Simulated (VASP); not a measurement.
Wanted: the native input for a VASP 6.6.1 run.

```yaml
Task: single point
Functional: RPBE
Potentials_or_basis: VASP PAW PBE potentials, release 64 (C)
Cutoff: 520 eV
k_mesh: 13 × 13 × 13
Occupations: fermi-dirac, width 0.05 eV
Spin: no spin polarisation
Dipole_correction: no
Further_INCAR_settings: ALGO = Normal; EDIFF = 1e-06; NBANDS = 11
```

The structure of C lies in POSCAR:

```
C
1.0
    0.0000000000      1.7194743121      1.7194743121
    1.7194743121      0.0000000000      1.7194743121
    1.7194743121      1.7194743121      0.0000000000
C
2
Direct
    0.5000000000      0.5000000000      0.5000000000
    0.7500000000      0.7500000000      0.7500000000
```

This cell differs from its parent crystal: volume scaled by 0.88.

One way to write it, as run:

INCAR

```
SYSTEM = C
ALGO = Normal
EDIFF = 1E-6
ENCUT = 520
GGA = RP
ISIF = 2
ISMEAR = -1
LASPH = .TRUE.
LCHARG = .TRUE.
LELF = .TRUE.
LREAL = .FALSE.
LVHAR = .TRUE.
LWAVE = .FALSE.
NBANDS = 11
NELM = 100
PREC = Accurate
SIGMA = 0.05
```

KPOINTS

```
k-points
0
G
  13 13 13
  0 0 0
```

Potentials or basis: VASP PAW PBE potentials, release 64 (C).

Run with:

```bash
$ cat potpaw_PBE.64/C/POTCAR > POTCAR
$ mpirun -np 1 vasp_std > vasp.out
```

It gave:

```
Pressure               : 68.6 GPa
Band gap on the k mesh : 4.37 eV, indirect (least direct gap 5.89 eV)
```

Caveat: the PAW data sets were made with another functional, which shifts forces and pressure a little.

Run time: 9 s on 1 thread of AMD EPYC 7R13 (shared host), peak memory 0.09 GiB.
